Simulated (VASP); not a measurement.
# Pd2PtSe6 (P-31m) in VASP: notebook

Pd2PtSe6 is run at these levels: PBE; tasks: single point.

Everything below comes from runs of VASP 6.6.1. Logs are shortened: lines on timing, memory, paths and dates and some standing lists are left out, and cuts for length are marked.

**1. The cell of the first run**

It takes space group P-31m (No. 162, trigonal). The conventional cell has a = 6.577 Å, b = 6.577 Å, c = 5.032 Å, α = 90.00°, β = 90.00°, γ = 120.00°. Pd (site symmetry 32) has 6 Se at 2.55 Å within 3.4 Å. Pt (site symmetry -3m) has 6 Se at 2.53 Å within 3.3 Å. Within 3.5 Å of Se (site symmetry m) lie 1 Pt at 2.53 Å and 2 Pd at 2.55 Å and 6 Se at 3.28 to 3.41 Å.

**2. Single point, PBE**

INCAR reads:

```
ALGO = Normal ; EDIFF = 1E-6
ENCUT = 520 ; GGA = PE
ISIF = 2 ; ISMEAR = 0
LASPH = True ; LCHARG = False
LREAL = False ; LWAVE = False
NBANDS = 43 ; NELM = 60
PREC = Accurate ; SIGMA = 0.1
```

KPOINTS reads:

```
k-points
0
Gamma
  3 3 4
```

POSCAR reads:

```
Pd2PtSe6
1.0
    6.5774790000      0.0000000000      0.0000000000
   -3.2887395000      5.6962639000      0.0000000000
    0.0000000000      0.0000000000      5.0319390000
Pd Pt Se
2 1 6
Direct
    0.6666667000      0.3333333000      0.0000000000
    0.3333333000      0.6666667000      0.0000000000
    0.0000000000      0.0000000000      0.0000000000
    0.0000000000      0.3309290000      0.2565220000
    0.6690710000      0.6690710000      0.2565220000
    0.3309290000      0.0000000000      0.2565220000
    0.3309290000      0.3309290000      0.7434780000
    0.0000000000      0.6690710000      0.7434780000
    0.6690710000      0.0000000000      0.7434780000
```

Potentials or basis: VASP PAW PBE potentials, release 64 (Pd, Pt, Se).

Run with:

```
cat potpaw_PBE.64/Pd/POTCAR potpaw_PBE.64/Pt/POTCAR potpaw_PBE.64/Se/POTCAR > POTCAR
mpirun -np 1 vasp_std > vasp.out
```

OUTCAR:

```text
EDIFF = 1E-6
   ENCUT = 520
   GGA = PE
   ISIF = 2
   ISMEAR = 0
   LASPH = True
   LREAL = False
   NELM = 60
   PREC = Accurate

 ion  position               nearest neighbor table
   1  0.667  0.333  0.000-   9 2.55   4 2.55   8 2.55   6 2.55   5 2.55   7 2.55
   2  0.333  0.667  0.000-   6 2.55   8 2.55   4 2.55   9 2.55   7 2.55   5 2.55
   3  0.000  0.000  0.000-   4 2.53   5 2.53   7 2.53   8 2.53   6 2.53   9 2.53
   4  0.000  0.331  0.257-   3 2.53   1 2.55   2 2.55
   5  0.669  0.669  0.257-   3 2.53   1 2.55   2 2.55
   6  0.331  0.000  0.257-   3 2.53   2 2.55   1 2.55
   7  0.331  0.331  0.743-   3 2.53   2 2.55   1 2.55
   8  0.000  0.669  0.743-   3 2.53   2 2.55   1 2.55
   9  0.669  0.000  0.743-   3 2.53   1 2.55   2 2.55

  LATTYP: Found a hexagonal cell.
 ALAT       =     6.5774790000
 C/A-ratio  =     0.7650254756

  Lattice vectors:

 A1 = (   6.5774790000,   0.0000000000,   0.0000000000)
 A2 = (  -3.2887395000,   5.6962639000,   0.0000000000)
 A3 = (   0.0000000000,   0.0000000000,   5.0319390000)

Analysis of symmetry for initial positions (statically):
=====================================================================
 Subroutine PRICEL returns:
 Original cell was already a primitive cell.

 Routine SETGRP: Setting up the symmetry group for a
 hexagonal supercell.

 Subroutine GETGRP returns: Found 12 space group operations
 (whereof 12 operations were pure point group operations)
 out of a pool of 24 trial point group operations.

The static configuration has the point symmetry D_3d.

Analysis of symmetry for dynamics (positions and initial velocities):
=====================================================================
 Subroutine PRICEL returns:
 Original cell was already a primitive cell.

 Routine SETGRP: Setting up the symmetry group for a
 hexagonal supercell.

 Subroutine GETGRP returns: Found 12 space group operations
 (whereof 12 operations were pure point group operations)
 out of a pool of 24 trial point group operations.

The dynamic configuration has the point symmetry D_3d.

 Subroutine INISYM returns: Found 12 space group operations
 (whereof 12 operations are pure point group operations),
 and found     1 'primitive' translations

----------------------------------------------------------------------------------------

                                     Primitive cell

  volume of cell :     188.5319

  direct lattice vectors                    reciprocal lattice vectors
     6.577479000  0.000000000  0.000000000     0.152033933  0.087776832  0.000000000
    -3.288739500  5.696263900  0.000000000     0.000000000  0.175553664  0.000000000
     0.000000000  0.000000000  5.031939000     0.000000000  0.000000000  0.198730549

  length of vectors
     6.577479000  6.577478994  5.031939000     0.175553664  0.175553664  0.198730549

  position of ions in fractional coordinates (direct lattice)
     0.666666700  0.333333300  0.000000000
     0.333333300  0.666666700  0.000000000
     0.000000000  0.000000000  0.000000000
     0.000000000  0.330929000  0.256522000
     0.669071000  0.669071000  0.256522000
     0.330929000  0.000000000  0.256522000
     0.330929000  0.330929000  0.743478000
     0.000000000  0.669071000  0.743478000
     0.669071000  0.000000000  0.743478000

  ion indices of the primitive-cell ions
   primitive index   ion index
                 1           1
                 2           2
                 3           3
                 4           4
                 5           5
                 6           6
                 7           7
                 8           8
                 9           9

----------------------------------------------------------------------------------------

 KPOINTS: k-points

Automatic generation of k-mesh.
 Grid dimensions read from file:
 generate k-points for:    3    3    4

 Generating k-lattice:

  Cartesian coordinates                     Fractional coordinates (reciprocal lattice)
     0.050677978  0.029258944  0.000000000     0.333333333  0.000000000  0.000000000
     0.000000000  0.058517888  0.000000000     0.000000000  0.333333333  0.000000000
     0.000000000  0.000000000  0.049682637     0.000000000  0.000000000  0.250000000

  Length of vectors
     0.058517888  0.058517888  0.049682637

  Shift w.r.t. Gamma in fractional coordinates (k-lattice)
     0.000000000  0.000000000  0.000000000

 Subroutine IBZKPT returns following result:
 ===========================================

 Found     10 irreducible k-points:

 Following reciprocal coordinates:
            Coordinates               Weight
  0.000000  0.000000  0.000000      1.000000
  0.333333  0.000000  0.000000      6.000000
  0.333333  0.333333  0.000000      2.000000
  0.000000  0.000000  0.250000      2.000000
  0.333333  0.000000  0.250000     12.000000
  0.333333  0.333333  0.250000      2.000000
 -0.333333 -0.333333  0.250000      2.000000
  0.000000  0.000000  0.500000      1.000000
  0.333333  0.000000  0.500000      6.000000
  0.333333  0.333333  0.500000      2.000000
   k-points           NKPTS =     10   k-points in BZ     NKDIM =     10   number of bands    NBANDS=     43
   number of dos      NEDOS =    301   number of ions     NIONS =      9
   total plane-waves  NPLWV = 100000
   dimension x,y,z NGX =    50 NGY =   50 NGZ =   40
   dimension x,y,z NGXF=   100 NGYF=  100 NGZF=   80
   ions per type =               2   1   6
   NGX,Y,Z   is equivalent  to a cutoff of  12.64, 12.64, 13.22 a.u.
   NGXF,Y,Z  is equivalent  to a cutoff of  25.28, 25.28, 26.43 a.u.
 SYSTEM =  unknown system
   PREC   = accura    normal or accurate (medium, high low for compatibility)
   ISTART =      0    job   : 0-new  1-cont  2-samecut
   ICHARG =      2    charge: 1-file 2-atom 10-const
   ISPIN  =      1    spin polarized calculation?
   LNONCOLLINEAR =      F non collinear calculations
   LSORBIT =      F    spin-orbit coupling
   LASPH  =      T    aspherical Exc in radial PAW
   ENCUT  =  520.0 eV  38.22 Ry    6.18 a.u.  12.23 12.23  9.36*2*pi/ulx,y,z
   NELM   =     60;   NELMIN=  2; NELMDL= -5     # of ELM steps
   EDIFF  = 0.1E-05   stopping-criterion for ELM
   LREAL  =      F    real-space projection
[... 7 lines left out ...]
   TEBEG  =    0.0;   TEEND  =   0.0 temperature during run
   PSTRESS=    0.0 pullay stress
   NELECT =      66.0000    total number of electrons
   NUPDOWN=      -1.0000    fix difference up-down
   EMIN   =  10.00;   EMAX   =-10.00  energy-range for DOS
   EFERMI =   0.00;   METHOD = LEGACY
   ISMEAR =     0;   SIGMA  =   0.10  broadening in eV -4-tet -1-fermi 0-gaus
   EFERMI_NEDOS =   21; number of points for ismear=-14 and -15
   IALGO  =     38    algorithm
   IMIX   =      4    mixing-type and parameters
     AMIX     =   0.40;   BMIX     =  1.00
     AMIX_MAG =   1.60;   BMIX_MAG =  1.00
  volume/ion in A,a.u.               =      20.95       141.36
  Fermi-wavevector in a.u.,A,eV,Ry     =   1.153793  2.180352 18.112591  1.331238
  Thomas-Fermi vector in A             =   2.290434
   LORBIT       =      0    0 simple, 1 ext, 2 COOP (PROOUT), +10 PAW based schemes
   GGA     = PE    functional components
   LHFCALC =     F    Hartree Fock is set to
   AEXX    =    0.0000 exact exchange contribution
   IVDW    =     0    specifies the selected vdW correction
   LEPSILON=     F    determine dielectric tensor
   LRPA    =     F    only Hartree local field effects (RPA)
 non-spin polarized calculation
 Gauss-broadening in eV      SIGMA  =   0.10
  energy-cutoff  :      520.00
  volume of cell :      188.53
 maximum number of plane-waves:      5107
 NGX is ok and might be reduce to    50
   NGX = 25   NGY = 25   NGZ = 19

 number of electron      66.0000005 magnetization

 Free energy of the ion-electron system (eV)
  ---------------------------------------------------
  ext. energy  EPLUGINS =         0.00000000
  ---------------------------------------------------
  free energy    TOTEN  =       -40.39093446 eV

  energy without entropy =      -40.37573875  energy(sigma->0) =      -40.38333660

 E-fermi :   5.5681     XC(G=0): -10.4412

 val. band max:        5.4591894960   @ k =  -0.3333  -0.3333   0.2500
 cond. band min:       5.5796428564   @ k =   0.0000   0.0000   0.0000
 fundamental gap:      0.1204533604
 Fermi energy:         5.5681136922

 k-point     1 :       0.0000    0.0000    0.0000
  band No.  band energies     occupation
      1      -9.2713      2.00000
      2      -7.5233      2.00000
      3      -7.5233      2.00000
      4      -7.5194      2.00000
      5      -7.5194      2.00000
      6      -6.7466      2.00000
[... 35 lines left out ...]
     42      10.5756      0.00000
     43      10.7660      0.00000

 k-point     2 :       0.3333    0.0000    0.0000
  band No.  band energies     occupation
      1      -8.9370      2.00000
      2      -8.1213      2.00000
      3      -7.7287      2.00000
      4      -7.4611      2.00000
      5      -7.1979      2.00000
      6      -6.8770      2.00000
[... 35 lines left out ...]
     42      11.3027      0.00000
     43      11.8470      0.00000

 k-point     3 :       0.3333    0.3333    0.0000
  band No.  band energies     occupation
      1      -8.4748      2.00000
      2      -8.2949      2.00000
      3      -8.2949      2.00000
      4      -7.1473      2.00000
      5      -7.1473      2.00000
      6      -7.0721      2.00000
[... 275 lines left out ...]
      6      -7.4027      2.00000
[... 35 lines left out ...]
     42      11.7085      0.00000
     43      11.7889      0.00000

 k-point    10 :       0.3333    0.3333    0.5000
  band No.  band energies     occupation
      1      -7.9532      2.00000
      2      -7.8254      2.00000
      3      -7.8253      2.00000
      4      -7.6651      2.00000
      5      -7.6428      2.00000
      6      -7.6427      2.00000
[... 35 lines left out ...]
     42      10.8657      0.00000
     43      11.3197      0.00000

------------------------ aborting loop because EDIFF is reached ----------------------------------------

  FORCE on cell =-STRESS in cart. coord.  units (eV):
  Direction    XX          YY          ZZ          XY          YZ          ZX
  --------------------------------------------------------------------------------------
  -------------------------------------------------------------------------------------
  Total        0.1782866      0.1782866      0.0082111     -0.0000000     -0.0000000     -0.0000000
  in kB        1.5151105      1.5151105      0.0697797     -0.0000000     -0.0000000     -0.0000000
  external PRESSURE =       1.0333335 kB  Pullay stress =       0.0000000 kB

 VOLUME and BASIS-vectors are now :
 -----------------------------------------------------------------------------
  energy-cutoff  :      520.00
  volume of cell :      188.53
      direct lattice vectors                 reciprocal lattice vectors
     6.577479000  0.000000000  0.000000000     0.152033933  0.087776832  0.000000000
    -3.288739500  5.696263900  0.000000000     0.000000000  0.175553664  0.000000000
     0.000000000  0.000000000  5.031939000     0.000000000  0.000000000  0.198730549

 POSITION                                       TOTAL-FORCE (eV/Angst)
 -----------------------------------------------------------------------------------
      3.28874      1.89875      0.00000         0.000000     -0.000000     -0.000000
     -0.00000      3.79751      0.00000        -0.000000      0.000000     -0.000000
      0.00000      0.00000      0.00000        -0.000000      0.000000     -0.000000
     -1.08834      1.88506      1.29080         0.003108     -0.005384     -0.010751
      2.20040      3.81120      1.29080         0.003108      0.005384     -0.010751
      2.17668      0.00000      1.29080        -0.006216      0.000000     -0.010751
      1.08834      1.88506      3.74114        -0.003108     -0.005384      0.010751
     -2.20040      3.81120      3.74114        -0.003108      0.005384      0.010751
      4.40080      0.00000      3.74114         0.006216     -0.000000      0.010751
 -----------------------------------------------------------------------------------
    total drift:                               -0.000000      0.000000      0.000000

  FREE ENERGIE OF THE ION-ELECTRON SYSTEM (eV)
  ---------------------------------------------------
  free  energy   TOTEN  =       -40.3909344572 eV

  energy  without entropy=      -40.3757387519  energy(sigma->0) =      -40.38333660
```

It took 2 min on 1 thread of Intel Xeon 8259CL, shared host; peak memory 0.34 GiB.

Results:

* Free energy: -40.3909 eV
* Pressure: 0.1 GPa
* Largest force: 0.012 eV/Å
* Band gap on the k mesh: zero (bands 33 and 34 overlap by 0.35 eV)

Forces in eV/Å, atoms in the order of the input:
```
Pd   0.000  0.000  0.000
Pd   0.000  0.000  0.000
Pt   0.000  0.000  0.000
Se   0.003 -0.005 -0.011
Se   0.003  0.005 -0.011
Se  -0.006  0.000 -0.011
Se  -0.003 -0.005  0.011
Se  -0.003  0.005  0.011
Se   0.006  0.000  0.011
```

Stress tensor (GPa, compression positive):
```
0.15 0.00 0.00
0.00 0.15 0.00
0.00 0.00 0.01
```

Levels at points of the mesh, in eV from the Fermi level:
| k point | band 30 | band 31 | band 32 | band 33 | band 34 | band 35 | band 36 | band 37 |
| --- | --- | --- | --- | --- | --- | --- | --- | --- |
| (0.00, 0.00, 0.00) | -1.42 | -0.62 | -0.62 | -0.32 | -0.32 | 0.01 | 0.01 | 0.87 |
| (0.00, 0.00, 0.50) | -2.22 | -1.27 | -1.14 | -1.14 | 1.78 | 1.78 | 1.79 | 1.79 |

Caveat: the k points lie up to 0.37 Å⁻¹ apart; spin-orbit coupling is left out, which moves the levels of the heavy elements.

**3. Single point, PBE**

INCAR reads:

```
SYSTEM = Pd2PtSe6
  PREC = Accurate
  ENCUT = 520
  EDIFF = 1E-6
  ISMEAR = 0
  SIGMA = 0.1
  LREAL = .FALSE.
  LASPH = .TRUE.
  NELM = 100
  ALGO = Normal
  ISIF = 2
  LWAVE = .FALSE.
  LCHARG = .FALSE.
  GGA = PE
  NBANDS = 43
```

KPOINTS reads:

```
Automatic mesh
0
G
  6 6 8
  0 0 0
```

POSCAR reads:

```
Pd2PtSe6
1.0
    6.5774789960      0.0000000000      0.0000000000
   -3.2887394980      5.6962639034      0.0000000000
    0.0000000000      0.0000000000      5.0319390000
Pd Pt Se
2 1 6
Direct
    0.6666666667      0.3333333333      0.0000000000
    0.3333333333      0.6666666667      0.0000000000
    0.0000000000      0.0000000000      0.0000000000
    0.0000000000      0.3309290000      0.2565220000
    0.6690710000      0.6690710000      0.2565220000
    0.3309290000      0.0000000000      0.2565220000
    0.3309290000      0.3309290000      0.7434780000
    0.0000000000      0.6690710000      0.7434780000
    0.6690710000      0.0000000000      0.7434780000
```

Potentials or basis: VASP PAW PBE potentials, release 64 (Pd, Pt, Se).

Run with:

```
cat potpaw_PBE.64/Pd/POTCAR potpaw_PBE.64/Pt/POTCAR potpaw_PBE.64/Se/POTCAR > POTCAR
mpirun -np 1 vasp_std > vasp.out
```

Run time: 8.1 min. Hardware: 1 thread of Intel Xeon 8259CL, shared host; peak memory 0.52 GiB.

The run converged. Its results:

* Free energy: -40.3977 eV
* Pressure: 0.0 GPa
* Largest force: 0.008 eV/Å
* Band gap on the k mesh: zero (bands 33 and 34 overlap by 0.40 eV)

Forces in eV/Å, atoms in the order of the input:
```
Pd   0.000  0.000  0.000
Pd   0.000  0.000  0.000
Pt   0.000  0.000  0.000
Se   0.002 -0.004  0.007
Se   0.002  0.004  0.007
Se  -0.004  0.000  0.007
Se  -0.002 -0.004 -0.007
Se  -0.002  0.004 -0.007
Se   0.004  0.000 -0.007
```

Levels at points of the mesh, in eV from the Fermi level:
```tsv
k point	band 30	band 31	band 32	band 33	band 34	band 35	band 36	band 37
(0.00, 0.00, 0.00)	-1.41	-0.60	-0.60	-0.30	-0.30	0.02	0.02	0.87
(0.50, 0.00, 0.00)	-2.08	-1.93	-0.27	-0.08	0.41	0.44	0.93	1.32
(0.00, 0.00, 0.50)	-2.21	-1.26	-1.13	-1.13	1.79	1.79	1.81	1.81
(0.50, 0.00, 0.50)	-1.25	-1.09	-1.06	-0.83	0.02	0.25	0.84	1.24
```

Caveat: spin-orbit coupling is left out, which moves the levels of the heavy elements.

**4. Single point, PBE, collinear spin**

INCAR reads:

```
SYSTEM = Pd2PtSe6
PREC     = Accurate       ! precision mode
ENCUT    = 520            ! plane-wave cutoff, eV
EDIFF    = 1E-7           ! SCF threshold, eV
ISMEAR   = 0              ! smearing method
SIGMA    = 0.1            ! smearing width, eV
LREAL    = .FALSE.        ! projectors in reciprocal space
LASPH    = .TRUE.         ! aspherical terms in the spheres
NELM     = 150            ! most SCF steps
ALGO     = Normal         ! electronic algorithm
ISIF     = 2              ! what is computed and relaxed
LWAVE    = .FALSE.        ! write WAVECAR
LCHARG   = .TRUE.         ! write CHGCAR
ISPIN    = 2              ! spin polarisation
MAGMOM   = 1 1 1 0 0 0 0 0 0 ! initial moments
LORBIT   = 11             ! projections on sites
LMAXMIX  = 4              ! l up to which the mixer works
GGA      = PE             ! functional
LELF     = .TRUE.         ! ELF
LVHAR    = .TRUE.       
NBANDS   = 47             ! bands
```

KPOINTS reads:

```
regular mesh
0
G
  3 3 4
  0 0 0
```

POSCAR reads:

```
Pd2PtSe6
1.0
    6.5774790000      0.0000000000      0.0000000000
   -3.2887395000      5.6962639000      0.0000000000
    0.0000000000      0.0000000000      5.0319390000
Pd Pt Se
2 1 6
Direct
    0.6666667000      0.3333333000      0.0000000000
    0.3333333000      0.6666667000      0.0000000000
    0.0000000000      0.0000000000      0.0000000000
    0.0000000000      0.3309290000      0.2565220000
    0.6690710000      0.6690710000      0.2565220000
    0.3309290000      0.0000000000      0.2565220000
    0.3309290000      0.3309290000      0.7434780000
    0.0000000000      0.6690710000      0.7434780000
    0.6690710000      0.0000000000      0.7434780000
```

Run with:

```
cat potpaw_PBE.64/Pd/POTCAR potpaw_PBE.64/Pt/POTCAR potpaw_PBE.64/Se/POTCAR > POTCAR
mpirun -np 1 vasp_std > vasp.out
```

Wall time 5.2 min (1 thread of Intel Xeon 8259CL, shared host); peak memory 0.46 GiB.

The run converged. Its results:

| Property | Result |
| --- | --- |
| Free energy | -40.3909 eV |
| Pressure | 0.1 GPa |
| Largest force | 0.012 eV/Å |
| Band gap on the k mesh | zero (filled and empty bands overlap) |
| Net moment | 0.00 μB per cell |
| Valence electrons inside the program's atomic spheres | Pd 9.47; Pt 9.33; Se 3.74 |

Forces on the atoms (eV/Å):
```
Pd   0.000  0.000  0.000
Pd   0.000  0.000  0.000
Pt   0.000  0.000  0.000
Se   0.003 -0.005 -0.011
Se   0.003  0.005 -0.011
Se  -0.006  0.000 -0.011
Se  -0.003 -0.005  0.011
Se  -0.003  0.005  0.011
Se   0.006  0.000  0.011
```

Stress tensor (GPa, compression positive):
```
0.15 0.00 0.00
0.00 0.15 0.00
0.00 0.00 0.01
```

Levels at points of the mesh, in eV from the Fermi level:
Spin up:
```
           k point  band 31  band 32  band 33  band 34  band 35  band 36
(0.00, 0.00, 0.00)    -0.62    -0.62    -0.32    -0.32     0.01     0.01
(0.00, 0.00, 0.50)    -1.27    -1.14    -1.14     1.78     1.78     1.79
```
Spin down:
```
           k point  band 30  band 31  band 32  band 33  band 34  band 35  band 36  band 37
(0.00, 0.00, 0.00)    -1.42    -0.62    -0.62    -0.32    -0.32     0.01     0.01     0.87
(0.00, 0.00, 0.50)    -2.22    -1.27    -1.14    -1.14     1.78     1.78     1.79     1.79
```

Caveat: the k points lie up to 0.37 Å⁻¹ apart; spin-orbit coupling is left out, which moves the levels of the heavy elements.

**5. Summary**

```tsv
spin	k mesh	gap on the mesh (eV)	pressure (GPa)	largest force (eV/Å)
off	3 × 3 × 4	none	0.1	0.01
off	6 × 6 × 8	none	0.0	0.01
collinear	3 × 3 × 4	none	0.1	0.01
```

Alike in all rows: task single point; level PBE; potentials or basis VASP PAW PBE potentials, release 64 (Pd, Pt, Se); cell as given; cutoff (eV) 520; smearing gaussian 0.1 eV.

Caveats: some runs use coarse meshes; spin-orbit coupling is left out, which moves the levels of the heavy elements.

Total energies depend on the potentials used, so only differences within one code and one set of settings carry meaning.

The gap in the log of VASP goes by the Fermi energy; the results here count the filled bands.